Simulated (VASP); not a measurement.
A run of VASP 6.6.1 is set up as follows.

File INCAR:

```
SYSTEM = SnTe
PREC = Accurate
ENCUT = 500
EDIFF = 1E-6
ISMEAR = 0
SIGMA = 0.01
LREAL = .False.
LASPH = .True.
NELM = 120
ALGO = Normal
ISIF = 2
LWAVE = .False.
LCHARG = .True.
GGA = PS
LELF = .True.
LVHAR = .True.
NBANDS = 17
GGA_COMPAT = .False.
```

File KPOINTS:

```
Automatic mesh
0
Gamma
  6 6 6
  0 0 0
```

POSCAR

```
SnTe
1.0
    0.0000000000      3.6586705811      3.6586705811
    3.6586705811      0.0000000000      3.6586705811
    3.6586705811      3.6586705811      0.0000000000
Sn Te
1 1
Direct
    0.0000000000      0.0000000000      0.0000000000
    0.7500000000      0.7500000000      0.7500000000
```

Potentials or basis: VASP PAW PBE potentials, release 64 (Sn_d, Te).

Launch:

```sh
$ cat potpaw_PBE.64/Sn_d/POTCAR potpaw_PBE.64/Te/POTCAR > POTCAR
$ mpirun -np 1 vasp_std > vasp.out
```

Estimate the pressure.

-2.1 GPa.

What does it give for the band gap on the k mesh?

0.32 eV (least direct gap 0.80 eV).

Caveat: semilocal functionals underestimate gaps, and a narrow one can read as zero; the PAW data sets were made with another functional, which shifts forces and pressure a little; spin-orbit coupling is left out, which moves the levels of the heavy elements. A k mesh can miss the band edges.
